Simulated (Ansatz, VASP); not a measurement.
**CuF in VASP and in Ansatz**

File POSCAR:

```
CuF
1.0
    3.4370317958      0.0000000000      0.0000000000
   -1.7185158979      2.9765568488      0.0000000000
    0.0000000000      0.0000000000      4.9787659384
Cu F
2 2
Direct
    0.3333333333      0.6666666667      0.2500000000
    0.6666666667      0.3333333333      0.7500000000
    0.6666666667      0.3333333333      0.2500000000
    0.3333333333      0.6666666667      0.7500000000
```

The input INCAR.step1:

```
PREC = Accurate ; ENCUT = 900
ISMEAR = -1 ; SIGMA = 0.02
LREAL = F ; LASPH = T
NELM = 120 ; NBANDS = 34
GGA = PE ; ALGO = Normal
EDIFF = 1E-5 ; LWAVE = T
LCHARG = F ; GGA_COMPAT = F
```

Contents of INCAR.step2:

```
PREC = Accurate ; ENCUT = 900
EDIFF = 1E-6 ; ISMEAR = -1
SIGMA = 0.02 ; LREAL = F
LASPH = T ; NELM = 120
ALGO = Normal ; ISIF = 2
LWAVE = F ; LCHARG = T
METAGGA = R2SCAN ; LMIXTAU = T
LELF = T ; LVHAR = T
NBANDS = 34 ; ISTART = 1
GGA_COMPAT = F
```

Contents of KPOINTS:

```
Automatic mesh
0
Gamma
  9 9 4
```

Input for Ansatz:

```yaml
crystal:
  lattice:
    - [3.4370317958, 0.0, 0.0]
    - [-1.7185158979, 2.9765568488, 0.0]
    - [0.0, 0.0, 4.9787659384]
  atoms:
    - { symbol: Cu, position: [0.3333333333, 0.6666666667, 0.25] }
    - { symbol: Cu, position: [0.6666666667, 0.3333333333, 0.75] }
    - { symbol: F, position: [0.6666666667, 0.3333333333, 0.25] }
    - { symbol: F, position: [0.3333333333, 0.6666666667, 0.75] }
kpoints:
  mp_grid: { grid: [9, 9, 4] }
hamiltonian:
  xc: r2scan
scf:
  occupations: { method: fermi_dirac, width: 0.02 }
  n_extra_bands: 5
output:
  forces: true
  stress: true
  eigenvalues: true
```

Alike in both runs: task single point; functional r2SCAN; k mesh 9 × 9 × 4; occupations fermi-dirac, width 0.02 eV; no spin polarisation.

|  | VASP | Ansatz |
| --- | --- | --- |
| version | VASP 6.6.1 | Ansatz 0.2.0 |
| potentials or method | VASP PAW PBE potentials, release 64 (Cu_sv_GW, F) | plane waves, PAW |
| plane-wave cutoff (eV) | 900 | 500 |
| valence electrons in the cell | 52 | 52 |

VASP gave:

* pressure (GPa): 5.2
* traceless stress, the component that is largest in VASP (GPa): -2.22

Question: What did Ansatz give for the same quantities?

Answer: Pressure (GPa): 5.5; traceless stress, the component that is largest in VASP (GPa): -2.30.

VASP's potentials were made for PBE, not for r2SCAN. The functional is the same, so the differences come from potentials, cutoffs and numerics.
